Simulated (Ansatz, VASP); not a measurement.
**Sb2S3: VASP beside Ansatz**

```xyz
20
Lattice="11.3110 0.0000 0.0000 0.0000 3.8389 0.0000 0.0000 0.0000 11.2230" Properties=species:S:1:pos:R:3 pbc="T T T"
Sb    5.3544    0.9597    3.6489
Sb    0.3011    2.8792    9.2604
Sb   11.0099    0.9597    1.9626
Sb    5.9566    2.8792    7.5741
Sb    3.9481    2.8792    0.3848
Sb    1.7074    0.9597    5.9963
Sb    9.6036    2.8792    5.2267
Sb    7.3629    0.9597   10.8382
S     3.2925    0.9597    2.1404
S     2.3630    2.8792    7.7519
S     8.9480    0.9597    3.4711
S     8.0185    2.8792    9.0826
S     6.2267    2.8792    1.3962
S    10.7398    0.9597    7.0077
S     0.5712    2.8792    4.2153
S     5.0843    0.9597    9.8268
S     4.2474    2.8792    4.9420
S     1.4081    0.9597   10.5535
S     9.9029    2.8792    0.6695
S     7.0636    0.9597    6.2810
```

Alike in both runs: functional PBE; k mesh 3 × 7 × 3; occupations fermi-dirac, width 0.02 eV; no spin polarisation.

Ansatz relaxed the structure, and its values are those at the end. VASP's run is a single point on that final structure, the one shown.

|  | VASP | Ansatz |
| --- | --- | --- |
| version | VASP 6.6.1 | Ansatz 0.2.0 |
| potentials or method | VASP PAW PBE potentials, release 64 (Sb, S) | plane-wave PAW, scalar-relativistic |
| plane-wave cutoff (eV) | 500 | 420 |
| valence electrons in the cell | 112 | 192 |

```tsv
	VASP	Ansatz	Ansatz less VASP
gap on the k mesh at the Fermi level (eV)	1.27	1.29	+0.019
pressure (GPa)	1.4	1.5	+0.12
rms of the force components (eV/Å)	0.009	0.007	-0.0020
```

VASP's potentials hold 112 valence electrons a cell and Ansatz's 192, so a difference there can come from the potentials and not from the codes. Ansatz's warnings: stress scf threshold loose.

Neither program's run includes spin-orbit coupling.
